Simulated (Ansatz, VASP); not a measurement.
Two plane-wave programs on LiAg3Cl3

```
CELL_PARAMETERS angstrom
0.00000 -3.38248 0.00000
-6.91524 0.00000 0.00000
3.36987 0.00000 -6.16202
ATOMIC_POSITIONS crystal
Li 0.50000 0.45009 0.77809
Ag 0.50000 0.01147 0.88960
Ag 0.50000 0.38435 0.29691
Ag 0.00000 0.01373 0.22816
Cl 0.50000 0.68198 0.15594
Cl 0.00000 0.15976 0.67541
Cl 0.00000 0.63192 0.64249
```

Alike in both runs: task single point; functional PBE; k mesh 6 × 4 × 4; occupations gaussian, width 0.2 eV; no spin polarisation.

|  | VASP | Ansatz |
| --- | --- | --- |
| version | VASP 6.6.1 | Ansatz 0.2.0 |
| potentials or method | VASP PAW PBE potentials, release 64 (Li_sv, Ag, Cl), cutoff 520 eV | scalar-relativistic, plane waves, PAW |
| valence electrons in the cell | 57 | 81 |

```tsv
	VASP	Ansatz	Ansatz less VASP
gap on the k mesh at the Fermi level (eV)	none	none	-
rms of the force components (eV/Å)	0.010	0.009	-0.0015
```

Atom by atom the forces differ by 0.002 eV/Å (rms over components). A gap of «none» marks a metal or a gap that the smearing closes. The functional is the same, so the differences come from potentials, cutoffs and numerics. VASP's potentials hold 57 valence electrons a cell and Ansatz's 81, so a difference there can come from the potentials and not from the codes.

Noted on VASP's run: the cutoff is short for stress, so the pressure is rough.
